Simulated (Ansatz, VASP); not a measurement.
## Zr4Ag in VASP and in Ansatz

Contents of INCAR:

```
ALGO = Normal
EDIFF = 1E-6
EDIFFG = -0.08
ENCUT = 600
GGA = PE
IBRION = 2
ISIF = 3
ISMEAR = 0
LASPH = True
LCHARG = False
LREAL = False
LWAVE = False
NELM = 100
NSW = 36
PREC = Accurate
SIGMA = 0.2
```

File KPOINTS:

```
k-points
0
Gamma
  4 4 4
```

POSCAR

```
Zr4Ag
1.0
    4.9806652700      0.0000000000      0.0000000000
   -2.4903326300      4.3133826500      0.0000000000
    0.0000000000      0.0000000000      4.5408211700
Zr Ag
4 1
Direct
    0.6666666700      0.3333333300      0.5000000000
    0.6666666700      0.3333333300      0.0000000000
    0.3333333300      0.6666666700      0.5000000000
    0.0000000000      0.0000000000      0.5000000000
    0.0000000000      0.0000000000      0.0000000000
```

Input for Ansatz:

```yaml
crystal:
  lattice:
    - [4.98066527, 0.0, 0.0]
    - [-2.49033263, 4.31338265, 0.0]
    - [0.0, 0.0, 4.54082117]
  atoms:
    - { symbol: Zr, position: [0.66666667, 0.33333333, 0.5] }
    - { symbol: Zr, position: [0.66666667, 0.33333333, 0.0] }
    - { symbol: Zr, position: [0.33333333, 0.66666667, 0.5] }
    - { symbol: Zr, position: [0.0, 0.0, 0.5] }
    - { symbol: Ag, position: [0.0, 0.0, 0.0] }
basis:
  ecutwfc: 420
kpoints:
  mp_grid: { grid: [4, 4, 4] }
hamiltonian:
  xc: pbe
scf:
  occupations: { method: gaussian, width: 0.2 }
  lower_state_search: "off"
output:
  forces: true
  stress: true
  eigenvalues: true
relax:
  adjacent_minimum: "off"
  f_tol: 0.08
  max_steps: 16
  cell: { stress_tol: 0.8 }
```

Alike in both runs: task relaxation of cell and atoms; functional PBE; k mesh 4 × 4 × 4; occupations gaussian, width 0.2 eV; no spin polarisation.

|  | VASP | Ansatz |
| --- | --- | --- |
| version | VASP 6.6.1 | Ansatz 0.2.0 |
| potentials or method | VASP PAW PBE potentials, release 64 (Zr_sv, Ag), cutoff 600 eV | scalar-relativistic, plane waves, PAW |
| valence electrons in the cell | 59 | 67 |

|  | VASP | Ansatz | Ansatz less VASP |
| --- | --- | --- | --- |
| gap on the k mesh at the Fermi level, each at its own relaxed structure (eV) | none | none | - |
| relaxed volume (Å³/atom) | 25.09 | 25.03 | -0.063 |
| relaxed cell length with the largest relative difference (Å) | 5.538 | 5.528 | -0.0104 |

A gap of «none» marks a metal or a gap that the smearing closes. VASP's potentials hold 59 valence electrons a cell and Ansatz's 67, so a difference there can come from the potentials and not from the codes.

The k mesh is coarse, so the values compare programs but aren't converged. Noted on VASP's run: the volume moved by over 15 % at a fixed basis, so the end points are rough.
